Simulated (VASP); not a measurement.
# Si2Mo (C2/m) in VASP: a series of runs, part 2 of 2

VASP 6.6.1.

### 3 Single point, PBE (equal xy, yz and zx shear strains of -2 %)

Input file INCAR:

```
ALGO     = Normal         # electronic algorithm
EDIFF    = 1E-7           # SCF threshold, eV
ENCUT    = 520            # plane-wave cutoff, eV
GGA      = PE             # functional
ISIF     = 2              # what is computed and relaxed
ISMEAR   = -1             # smearing method
LASPH    = T              # aspherical terms in the spheres
LCHARG   = F              # write CHGCAR
LREAL    = F              # projectors in reciprocal space
LWAVE    = F              # write WAVECAR
NBANDS   = 18             # bands
NELM     = 100            # most SCF steps
PREC     = Accurate       # precision mode
SIGMA    = 0.03           # smearing width, eV
```

Input file KPOINTS:

```
k-points
0
Gamma
  12 12 16
```

Input file POSCAR:

```
Si2Mo
1.0
   -1.6553050000      1.5766950000      3.9305000000
    1.5766950000     -1.6553050000      3.9305000000
    1.6233050000      1.6233050000     -3.9625000000
Si Mo
2 1
Direct
    0.3330000000      0.3330000000      0.0000000000
    0.6670000000      0.6670000000      0.0000000000
    0.0000000000      0.0000000000      0.0000000000
```

Potentials or basis: VASP PAW PBE potentials, release 64 (Si, Mo_sv).

Command:

```
$ cat potpaw_PBE.64/Si/POTCAR potpaw_PBE.64/Mo_sv/POTCAR > POTCAR
$ mpirun -np 1 vasp_std > vasp.out
```

OUTCAR:

```text
EDIFF = 1E-7
   ENCUT = 520
   GGA = PE
   ISIF = 2
   ISMEAR = -1
   LASPH = T
   LREAL = F
   NELM = 100
   PREC = Accurate

 ion  position               nearest neighbor table
   1  0.333  0.333  0.000-   2 2.56   3 2.56   3 2.62   2 2.62   2 2.63   3 2.63   2 2.63   2 2.63
                             3 2.64   3 2.64
   2  0.667  0.667  0.000-   1 2.56   3 2.56   3 2.62   1 2.62   1 2.63   3 2.63   1 2.63   1 2.63
                             3 2.64   3 2.64
   3  0.000  0.000  0.000-   2 2.56   1 2.56   2 2.62   1 2.62   2 2.63   1 2.63   2 2.64   1 2.64
                             1 2.64   2 2.64

  Warning from LATTYP: Got some problem with cell dimensions!
  Tried to take original basis but could not verify dimensions!
  LATTYP: Found a base centered monoclinic cell.
 ALAT       =     4.4806856618
 B/A-ratio  =     1.0200979445
 C/A-ratio  =     0.9973547003
 COS(beta)  =    -0.4763260285

  Lattice vectors:

 A1 = (  -3.2000000000,   0.0320000000,   0.0320000000)
 A2 = (   0.0320000000,  -3.2000000000,   0.0320000000)
 A3 = (   1.5446950000,   1.5446950000,   3.8985000000)

Analysis of symmetry for initial positions (statically):
=====================================================================
 Subroutine PRICEL returns:
 Original cell was already a primitive cell.

 Routine SETGRP: Setting up the symmetry group for a
 base centered monoclinic supercell.

 Subroutine GETGRP returns: Found  4 space group operations
 (whereof  4 operations were pure point group operations)
 out of a pool of  4 trial point group operations.

The static configuration has the point symmetry C_2h.

Analysis of symmetry for dynamics (positions and initial velocities):
=====================================================================
 Subroutine PRICEL returns:
 Original cell was already a primitive cell.

 Routine SETGRP: Setting up the symmetry group for a
 base centered monoclinic supercell.

 Subroutine GETGRP returns: Found  4 space group operations
 (whereof  4 operations were pure point group operations)
 out of a pool of  4 trial point group operations.

The dynamic configuration has the point symmetry C_2h.

 Subroutine INISYM returns: Found  4 space group operations
 (whereof  4 operations are pure point group operations),
 and found     1 'primitive' translations

----------------------------------------------------------------------------------------

                                     Primitive cell

  volume of cell :      40.2362

  direct lattice vectors                    reciprocal lattice vectors
    -1.655305000  1.576695000  3.930500000     0.004442415  0.313848356  0.130393186
     1.576695000 -1.655305000  3.930500000     0.313848356  0.004442415  0.130393186
     1.623305000  1.623305000 -3.962500000     0.315720348  0.315720348  0.006314407

  length of vectors
     4.546958546  4.546958546  4.579480811     0.339886611  0.339886611  0.446540645

  position of ions in fractional coordinates (direct lattice)
     0.333000000  0.333000000  0.000000000
     0.667000000  0.667000000  0.000000000
     0.000000000  0.000000000  0.000000000
[... 26 lines left out ...]
     0.000000000  0.000000000  0.000000000

 Subroutine IBZKPT returns following result:
 ===========================================

 Found    632 irreducible k-points:

 Following reciprocal coordinates:
            Coordinates               Weight
  0.000000  0.000000  0.000000      1.000000
  0.083333 -0.000000  0.000000      4.000000
  0.166667 -0.000000  0.000000      4.000000
  0.250000  0.000000  0.000000      4.000000
  0.333333 -0.000000 -0.000000      4.000000
  0.416667 -0.000000 -0.000000      4.000000
[... 16 lines left out ...]
  0.500000  0.166667  0.000000      4.000000
 -0.416667  0.166667 -0.000000      4.000000
 [... further k-points ...]
   k-points           NKPTS =    632   k-points in BZ     NKDIM =    632   number of bands    NBANDS=     18
   number of dos      NEDOS =    301   number of ions     NIONS =      3
   total plane-waves  NPLWV =  46656
   dimension x,y,z NGX =    36 NGY =   36 NGZ =   36
   dimension x,y,z NGXF=    72 NGYF=   72 NGZF=   72
   ions per type =               2   1
   NGX,Y,Z   is equivalent  to a cutoff of  13.16, 13.16, 13.07 a.u.
   NGXF,Y,Z  is equivalent  to a cutoff of  26.32, 26.32, 26.14 a.u.
 SYSTEM =  unknown system
   PREC   = accura    normal or accurate (medium, high low for compatibility)
   ISTART =      0    job   : 0-new  1-cont  2-samecut
   ICHARG =      2    charge: 1-file 2-atom 10-const
   ISPIN  =      1    spin polarized calculation?
   LNONCOLLINEAR =      F non collinear calculations
   LSORBIT =      F    spin-orbit coupling
   LASPH  =      T    aspherical Exc in radial PAW
   ENCUT  =  520.0 eV  38.22 Ry    6.18 a.u.   8.45  8.45  8.51*2*pi/ulx,y,z
   NELM   =    100;   NELMIN=  2; NELMDL= -5     # of ELM steps
   EDIFF  = 0.1E-06   stopping-criterion for ELM
   LREAL  =      F    real-space projection
   EDIFFG = 0.1E-05   stopping-criterion for IOM
   NSW    =      0    number of steps for IOM
   IBRION =     -1    ionic relax: 0-MD 1-quasi-New 2-CG
   NFREE  =      0    steps in history (QN), initial steepest desc. (CG)
   ISIF   =      2    stress and relaxation
   ISYM   =      2    0-nonsym 1-usesym 2-fastsym
   POTIM  = 0.5000    time-step for ionic-motion
   TEBEG  =    0.0;   TEEND  =   0.0 temperature during run
   PSTRESS=    0.0 pullay stress
   NELECT =      22.0000    total number of electrons
   NUPDOWN=      -1.0000    fix difference up-down
   EMIN   =  10.00;   EMAX   =-10.00  energy-range for DOS
   EFERMI =   0.00;   METHOD = LEGACY
   ISMEAR =    -1;   SIGMA  =   0.03  broadening in eV -4-tet -1-fermi 0-gaus
   EFERMI_NEDOS =   21; number of points for ismear=-14 and -15
   IALGO  =     38    algorithm
   IMIX   =      4    mixing-type and parameters
     AMIX     =   0.40;   BMIX     =  1.00
     AMIX_MAG =   1.60;   BMIX_MAG =  1.00
  volume/ion in A,a.u.               =      13.41        90.51
  Fermi-wavevector in a.u.,A,eV,Ry     =   1.338680  2.529739 24.382523  1.792065
  Thomas-Fermi vector in A             =   2.467132
   LORBIT       =      0    0 simple, 1 ext, 2 COOP (PROOUT), +10 PAW based schemes
   GGA     = PE    functional components
   LHFCALC =     F    Hartree Fock is set to
   AEXX    =    0.0000 exact exchange contribution
   IVDW    =     0    specifies the selected vdW correction
   LEPSILON=     F    determine dielectric tensor
   LRPA    =     F    only Hartree local field effects (RPA)
 non-spin polarized calculation
  energy-cutoff  :      520.00
  volume of cell :       40.24
 maximum number of plane-waves:      1105
 NGX is ok and might be reduce to    36
   NGX = 17   NGY = 17   NGZ = 17

 number of electron      22.0000000 magnetization

 Free energy of the ion-electron system (eV)
  ---------------------------------------------------
  ext. energy  EPLUGINS =         0.00000000
  ---------------------------------------------------
  free energy    TOTEN  =       -23.22173829 eV

  energy without entropy =      -23.22088689  energy(sigma->0) =      -23.22131259

 E-fermi :  12.3019     XC(G=0): -12.4287

 val. band max:       12.2870855385   @ k =  -0.2500  -0.3333   0.2500
 cond. band min:      12.3058840418   @ k =  -0.4167  -0.4167   0.4375
 fundamental gap:      0.0187985032
 Fermi energy:        12.3018518367

 k-point     1 :       0.0000    0.0000    0.0000
  band No.  band energies     occupation
      1     -48.4598      2.00000
      2     -22.6243      2.00000
      3     -22.5285      2.00000
      4     -22.5233      2.00000
      5      -1.1889      2.00000
      6       5.9344      2.00000
[... 481 lines left out ...]
      5       1.7210      2.00000
      6       4.3079      2.00000
[... 10 lines left out ...]
     17      19.5673      0.00000
     18      20.6527      0.00000

 [... further k-points ...]

------------------------ aborting loop because EDIFF is reached ----------------------------------------

  FORCE on cell =-STRESS in cart. coord.  units (eV):
  Direction    XX          YY          ZZ          XY          YZ          ZX
  --------------------------------------------------------------------------------------
  -------------------------------------------------------------------------------------
  Total        0.7908567      0.7908567      0.4504972      1.0249567      1.0585683      1.0585684
  in kB       31.4913867     31.4913867     17.9384986     40.8130957     42.1514874     42.1514906
  external PRESSURE =      26.9737573 kB  Pullay stress =       0.0000000 kB

 VOLUME and BASIS-vectors are now :
 -----------------------------------------------------------------------------
  energy-cutoff  :      520.00
  volume of cell :       40.24
      direct lattice vectors                 reciprocal lattice vectors
    -1.655305000  1.576695000  3.930500000     0.004442415  0.313848356  0.130393186
     1.576695000 -1.655305000  3.930500000     0.313848356  0.004442415  0.130393186
     1.623305000  1.623305000 -3.962500000     0.315720348  0.315720348  0.006314407

 POSITION                                       TOTAL-FORCE (eV/Angst)
 -----------------------------------------------------------------------------------
     -0.02618     -0.02618      2.61771        -0.033479     -0.033479      0.273566
     -0.05243     -0.05243      5.24329         0.033479      0.033479     -0.273566
      0.00000      0.00000      0.00000        -0.000000     -0.000000     -0.000000
 -----------------------------------------------------------------------------------
    total drift:                                0.000000      0.000000     -0.000000

  FREE ENERGIE OF THE ION-ELECTRON SYSTEM (eV)
  ---------------------------------------------------
  free  energy   TOTEN  =       -23.2217382868 eV

  energy  without entropy=      -23.2208868897  energy(sigma->0) =      -23.22131259
```

It took 6.8 min on 1 thread of AMD EPYC 9R45 (Zen 5), shared host; peak memory 0.51 GiB.

Results:

```
Free energy            : -23.2217 eV
Pressure               : 2.7 GPa
Largest force          : 0.278 eV/Å
Band gap on the k mesh : zero (bands 11 and 12 overlap by 0.96 eV)
```

Forces in eV/Å, atoms in the order of the input:
```
Si  -0.033 -0.033  0.274
Si   0.033  0.033 -0.274
Mo   0.000  0.000  0.000
```

Caveat: the cell differs from its parent crystal (equal xy, yz and zx shear strains of -2 %).

### 4 Single point, PBE (equal xy, yz and zx shear strains of +2 %)

Input file INCAR:

```
PREC = Accurate ; ENCUT = 520
EDIFF = 1E-6 ; ISMEAR = -1
SIGMA = 0.03 ; LREAL = False
LASPH = True ; NELM = 60
ALGO = Normal ; ISIF = 2
LWAVE = False ; LCHARG = False
GGA = PE ; NBANDS = 18
```

Input file KPOINTS:

```
regular mesh
0
Gamma
  12 12 16
```

Input file POSCAR:

```
Si2Mo
1.0
   -1.5446950000      1.6233050000      3.9305000000
    1.6233050000     -1.5446950000      3.9305000000
    1.5766950000      1.5766950000     -3.8985000000
Si Mo
2 1
Direct
    0.3330000000      0.3330000000      0.0000000000
    0.6670000000      0.6670000000      0.0000000000
    0.0000000000      0.0000000000      0.0000000000
```

Command:

```
$ cat potpaw_PBE.64/Si/POTCAR potpaw_PBE.64/Mo_sv/POTCAR > POTCAR
$ mpirun -np 1 vasp_std > vasp.out
```

Wall time 16 min (1 thread of Oxide Virtual Turin-like, shared host); peak memory 0.51 GiB.

The run converged. Its results:

| Item | Value |
| --- | --- |
| Free energy | -23.2238 eV |
| Pressure | 2.7 GPa |
| Largest force | 0.269 eV/Å |
| Band gap on the k mesh | zero (bands 11 and 12 overlap by 0.98 eV) |

Forces in eV/Å, atoms in the order of the input:
```
Si   0.016  0.016  0.268
Si  -0.016 -0.016 -0.268
Mo   0.000  0.000  0.000
```

Stress tensor (GPa, compression positive):
```
 3.12 -3.74 -3.88
-3.74  3.12 -3.88
-3.88 -3.88  1.81
```

Levels at points of the mesh, in eV from the Fermi level:
```
           k point  band 9  band 10  band 11  band 12  band 13  band 14
(0.00, 0.00, 0.00)   -2.74    -2.53     0.39     2.99     3.07     3.68
(0.50, 0.00, 0.00)   -2.74    -2.48    -0.56     2.29     2.90     4.09
(0.50, 0.50, 0.00)   -4.41    -3.08    -1.24     2.31     2.62     3.10
(0.00, 0.00, 0.50)   -4.61    -3.04    -1.02     2.31     2.71     2.84
(0.50, 0.00, 0.50)   -2.56    -2.48    -0.50     2.23     3.06     3.93
(0.50, 0.50, 0.50)   -0.70    -0.62    -0.50    -0.44     0.53     4.61
```

Caveat: the cell differs from its parent crystal (equal xy, yz and zx shear strains of +2 %).

### 5 Summary

| cell | gap on the mesh (eV) | pressure (GPa) | largest force (eV/Å) |
| --- | --- | --- | --- |
| a = 4.519, b = 4.519, c = 4.469 Å, angles 138.3, 138.3, 59.1°, 3 atoms | none | 3.0 | 0.26 |
| a = 4.547, b = 4.547, c = 4.579 Å, angles 138.9, 138.9, 60.3°, 3 atoms | none | 2.7 | 0.28 |
| a = 4.524, b = 4.524, c = 4.491 Å, angles 138.4, 138.4, 59.4°, 3 atoms | none | 2.7 | 0.27 |

Alike in all rows: task single point; level PBE; potentials or basis VASP PAW PBE potentials, release 64 (Si, Mo_sv); no spin polarisation; k mesh 12 × 12 × 16; cutoff (eV) 520; smearing fermi-dirac 0.03 eV.

Caveats: the cell stands under pressure (at least some runs).

Absolute energies hang on the potentials; compare differences alone.

The gap in the log of VASP goes by the Fermi energy; the results here count the filled bands.